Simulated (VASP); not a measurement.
# HC12 in VASP: a series of runs

HC12 is run at these levels: LDA; tasks: single point.

All numbers are computed with VASP 6.6.1; they aren't measurements. Logs are shortened: lines on timing, memory, paths and dates and some standing lists are left out, and cuts for length are marked.

### Step 1. The cell of the first run

The cell holds a slab with vacuum, 26 atoms: a = 4.889 Å, b = 7.202 Å, c = 22.768 Å, α = 90.00°, β = 90.00°, γ = 109.84°.

### Step 2. Single point, LDA

INCAR reads:

```
PREC = Accurate
ENCUT = 520
EDIFF = 1E-6
ISMEAR = 0
SIGMA = 0.05
LREAL = Auto
LASPH = T
NELM = 80
ALGO = Normal
ISIF = 2
LWAVE = F
LCHARG = T
LDIPOL = T
IDIPOL = 3
DIPOL = 0.5 0.5 0.291
GGA = CA
LELF = T
LVHAR = T
LVACPOTAV = T
NBANDS = 68
```

KPOINTS reads:

```
Automatic mesh
0
Gamma
  6 4 1
```

POSCAR reads:

```
HC12
1.0
    4.8892663280      0.0000000000      0.0000000000
   -2.4446331640      6.7739291692      0.0000000000
    0.0000000000      0.0000000000     22.7684096771
C H
24 2
Direct
    0.4020794403      0.3041588806      0.1756820110
    0.4020794403      0.8041588805      0.1756820110
    0.9020794403      0.3041588806      0.1756820110
    0.9020794403      0.8041588805      0.1756820110
    0.1630408159      0.3260816317      0.2059829668
    0.1630408159      0.8260816317      0.2059829668
    0.6630408159      0.3260816317      0.2059829668
    0.6630408159      0.8260816317      0.2059829668
    0.1846395683      0.3692791367      0.2666259491
    0.1846395683      0.8692791367      0.2666259491
    0.6846395683      0.3692791367      0.2666259491
    0.6846395683      0.8692791367      0.2666259491
    0.4461625696      0.3923265051      0.2960492075
    0.4461625696      0.8923265051      0.2960492075
    0.9461625696      0.3923265051      0.2960492075
    0.9461625696      0.8923265051      0.2960492075
    0.4715644646      0.4431294558      0.3591099590
    0.4715644646      0.9431294558      0.3591099590
    0.9715644646      0.4431294558      0.3591099590
    0.9715644646      0.9431294558      0.3591099590
    0.2327030006      0.4654044969      0.3851129614
    0.2327030006      0.9654044969      0.3851129614
    0.7327030006      0.4654044969      0.3851129614
    0.7327030006      0.9654044969      0.3851129614
    0.2327030006      0.8370293867      0.4048771876
    0.2327030006      1.0937796070      0.4048771876
```

Potentials or basis: VASP PAW LDA potentials, release 64 (C, H).

The run is started by

```sh
> cat potpaw_LDA.64/C/POTCAR potpaw_LDA.64/H/POTCAR > POTCAR
> mpirun -np 1 vasp_std > vasp.out
```

OUTCAR:

```text
PREC = Accurate
   ENCUT = 520
   EDIFF = 1E-6
   ISMEAR = 0
   LREAL = Auto
   LASPH = T
   NELM = 80
   ISIF = 2
   GGA = CA

 ion  position               nearest neighbor table
   1  0.402  0.304  0.176-   5 1.41   7 1.41
   2  0.402  0.804  0.176-   8 1.41   6 1.41
   3  0.902  0.304  0.176-   7 1.41   5 1.41
   4  0.902  0.804  0.176-   6 1.41   8 1.41
   5  0.163  0.326  0.206-   1 1.41   3 1.41   9 1.41
   6  0.163  0.826  0.206-   4 1.41   2 1.41  10 1.41
   7  0.663  0.326  0.206-   3 1.41   1 1.41  11 1.41
   8  0.663  0.826  0.206-   2 1.41   4 1.41  12 1.41
   9  0.185  0.369  0.267-  13 1.40  15 1.40   5 1.41
  10  0.185  0.869  0.267-  14 1.40  16 1.40   6 1.41
[... 8 lines left out ...]
  19  0.972  0.443  0.359-  23 1.37  21 1.37  15 1.48
  20  0.972  0.943  0.359-  24 1.37  22 1.37  16 1.48
  21  0.233  0.465  0.385-  17 1.37  19 1.37
  22  0.233  0.965  0.385-  26 1.03  25 1.03  18 1.37  20 1.37
  23  0.733  0.465  0.385-  19 1.37  17 1.37
  24  0.733  0.965  0.385-  20 1.37  18 1.37
  25  0.233  0.837  0.405-  22 1.03
  26  0.233  0.094  0.405-  22 1.03

  LATTYP: Found a base centered orthorhombic cell.
 ALAT       =     4.8892663280
 B/A-ratio  =     2.7709389159
 C/A-ratio  =     4.6568151845

  Lattice vectors:

 A1 = (   2.4446331640,  -6.7739291692,   0.0000000000)
 A2 = (   2.4446331640,   6.7739291692,   0.0000000000)
 A3 = (   0.0000000000,   0.0000000000,  22.7684096771)

Analysis of symmetry for initial positions (statically):
=====================================================================
 Subroutine PRICEL returns:
 Original cell was already a primitive cell.

 Routine SETGRP: Setting up the symmetry group for a
 base centered orthorhombic supercell.

 Subroutine GETGRP returns: Found  1 space group operations
 (whereof  1 operations were pure point group operations)
 out of a pool of  8 trial point group operations.

The static configuration has the point symmetry C_1 .

Analysis of symmetry for dynamics (positions and initial velocities):
=====================================================================
 Subroutine PRICEL returns:
 Original cell was already a primitive cell.

 Routine SETGRP: Setting up the symmetry group for a
 base centered orthorhombic supercell.

 Subroutine GETGRP returns: Found  1 space group operations
 (whereof  1 operations were pure point group operations)
 out of a pool of  8 trial point group operations.

[... 167 lines left out ...]
   POTIM  = 0.5000    time-step for ionic-motion
   TEBEG  =    0.0;   TEEND  =   0.0 temperature during run
   PSTRESS=    0.0 pullay stress
   NELECT =      98.0000    total number of electrons
   NUPDOWN=      -1.0000    fix difference up-down
   EMIN   =  10.00;   EMAX   =-10.00  energy-range for DOS
   EFERMI =   0.00;   METHOD = LEGACY
   ISMEAR =     0;   SIGMA  =   0.05  broadening in eV -4-tet -1-fermi 0-gaus
   EFERMI_NEDOS =   21; number of points for ismear=-14 and -15
   IALGO  =     38    algorithm
   IMIX   =      4    mixing-type and parameters
     AMIX     =   0.40;   BMIX     =  1.00
     AMIX_MAG =   1.60;   BMIX_MAG =  1.00
  volume/ion in A,a.u.               =      29.00       195.72
  Fermi-wavevector in a.u.,A,eV,Ry     =   0.829235  1.567028  9.355793  0.687631
  Thomas-Fermi vector in A             =   1.941748
   LORBIT       =      0    0 simple, 1 ext, 2 COOP (PROOUT), +10 PAW based schemes
   GGA     = CA    functional components
   LHFCALC =     F    Hartree Fock is set to
   AEXX    =    0.0000 exact exchange contribution
   IVDW    =     0    specifies the selected vdW correction
   LEPSILON=     F    determine dielectric tensor
   LRPA    =     F    only Hartree local field effects (RPA)
 non-spin polarized calculation
 Gauss-broadening in eV      SIGMA  =   0.05
  energy-cutoff  :      520.00
  volume of cell :      754.08
 maximum number of plane-waves:     20327
   NGX = 19   NGY = 27   NGZ = 85

 dipolmoment           0.000000      0.000000      0.058501 electrons x Angstroem

 number of electron      98.0000000 magnetization

 dipolmoment           0.000000      0.000000     -0.197934 electrons x Angstroem

 Free energy of the ion-electron system (eV)
  ---------------------------------------------------
  ext. energy  EPLUGINS =         0.00000000
  ---------------------------------------------------
  free energy    TOTEN  =      -223.29144528 eV

  energy without entropy =     -223.27006269  energy(sigma->0) =     -223.28075399

 E-fermi :  -3.4391     XC(G=0):  -3.7929

 val. band max:       -3.4436871709   @ k =   0.5000   0.0000   0.0000
 cond. band min:      -3.4355445757   @ k =   0.3333   0.0000   0.0000
 fundamental gap:      0.0081425952
 Fermi energy:        -3.4391332804

 k-point     1 :       0.0000    0.0000    0.0000
  band No.  band energies     occupation
      1     -22.5429      2.00000
      2     -22.1376      2.00000
      3     -21.1041      2.00000
      4     -20.4678      2.00000
      5     -18.6708      2.00000
      6     -18.1658      2.00000
[... 885 lines left out ...]
     60       2.1919      0.00000
     61       2.9703      0.00000
 [bands above 61 left out]

------------------------ aborting loop because EDIFF is reached ----------------------------------------

  FORCE on cell =-STRESS in cart. coord.  units (eV):
  Direction    XX          YY          ZZ          XY          YZ          ZX
  --------------------------------------------------------------------------------------
  -------------------------------------------------------------------------------------
  Total        8.8360042      3.3313247      9.9917730      1.3247778      1.6406600      0.2707835
  in kB       18.7736819      7.0779990     21.2293207      2.8147289      3.4858775      0.5753283
  external PRESSURE =      15.6936672 kB  Pullay stress =       0.0000000 kB

 VOLUME and BASIS-vectors are now :
 -----------------------------------------------------------------------------
  energy-cutoff  :      520.00
  volume of cell :      754.08
      direct lattice vectors                 reciprocal lattice vectors
     4.889266328  0.000000000  0.000000000     0.204529664  0.073812405  0.000000000
    -2.444633164  6.773929169  0.000000000     0.000000000  0.147624809  0.000000000
     0.000000000  0.000000000 22.768409677     0.000000000  0.000000000  0.043920503

 POSITION                                       TOTAL-FORCE (eV/Angst)
 -----------------------------------------------------------------------------------
      1.22232      2.06035      4.00000         0.006132      0.306327      1.750204
      0.00000      5.44732      4.00000         0.281598      0.344602      1.873545
      3.66695      2.06035      4.00000        -0.004115      0.270796      1.743684
      2.44463      5.44732      4.00000        -0.283435      0.338794      1.871201
      0.00000      2.20885      4.68990         0.006770     -0.689015     -3.393112
     -1.22232      5.59582      4.68990         0.003435     -0.755953     -3.506132
[... 18 lines left out ...]
     -0.90848      5.66998      9.21841        -0.484877     -2.995149      3.703341
      0.90849      0.63526      9.21841         0.940217      2.435045      3.144574
 -----------------------------------------------------------------------------------
    total drift:                               -0.009439      0.009776      0.024460

  FREE ENERGIE OF THE ION-ELECTRON SYSTEM (eV)
  ---------------------------------------------------
  free  energy   TOTEN  =      -223.2914452814 eV

  energy  without entropy=     -223.2700626920  energy(sigma->0) =     -223.28075399

 vacuum level on the upper side and lower side of the slab         2.542         3.624
```

Run time: 28 min. Hardware: 1 thread of Intel Xeon Platinum 8259CL at 2.50GHz (Skylake/Cascade Lake), shared host; peak memory 0.8 GiB.

What came out:

```yaml
Free_energy: -223.2914 eV
Largest_force: 6.014 eV/Å
Band_gap_on_the_k_mesh: zero (band 49 reaches -3.42 eV, above the bottom of band 50 at -3.44 eV)
```

Forces in eV/Å, atoms in the order of the input:
```
C    0.006  0.306  1.750
C    0.282  0.345  1.874
C   -0.004  0.271  1.744
C   -0.283  0.339  1.871
C    0.007 -0.689 -3.393
C    0.003 -0.756 -3.506
C   -0.006 -0.684 -3.371
C   -0.005 -0.651 -3.169
C   -0.022  0.402  1.512
C   -0.029  0.382  1.300
C    0.015  0.396  1.492
C    0.027  0.231  1.157
C    0.029 -0.014  0.057
C    0.671 -0.001  0.952
C   -0.024  0.058  0.031
C   -0.783  0.127  0.895
C    0.010 -0.103 -0.253
C    3.992  0.866 -4.414
C    0.001 -0.133 -0.353
C   -3.696 -1.838 -4.188
C   -0.051  0.278  0.412
C   -0.788  1.175  0.541
C    0.030  0.183  0.251
C    0.161  0.070 -0.041
H   -0.485 -2.995  3.703
H    0.940  2.435  3.145
```

Levels at points of the mesh, in eV from the Fermi level:
```tsv
k point	band 45	band 46	band 47	band 48	band 49	band 50	band 51	band 52	band 53	band 54
(0.00, 0.00, 0.00)	-0.59	-0.43	-0.29	-0.27	-0.25	0.20	0.29	0.65	0.66	0.74
(0.50, 0.00, 0.00)	-1.46	-0.18	-0.14	-0.08	-0.04	0.00	0.08	0.11	1.15	2.76
(0.00, 0.50, 0.00)	-0.45	-0.43	-0.40	-0.29	-0.27	0.33	0.36	0.55	0.80	0.81
(0.50, 0.50, 0.00)	-1.47	-0.21	-0.14	-0.09	-0.03	0.01	0.08	0.11	1.16	2.75
```

(Continued in part 2 of 2.)
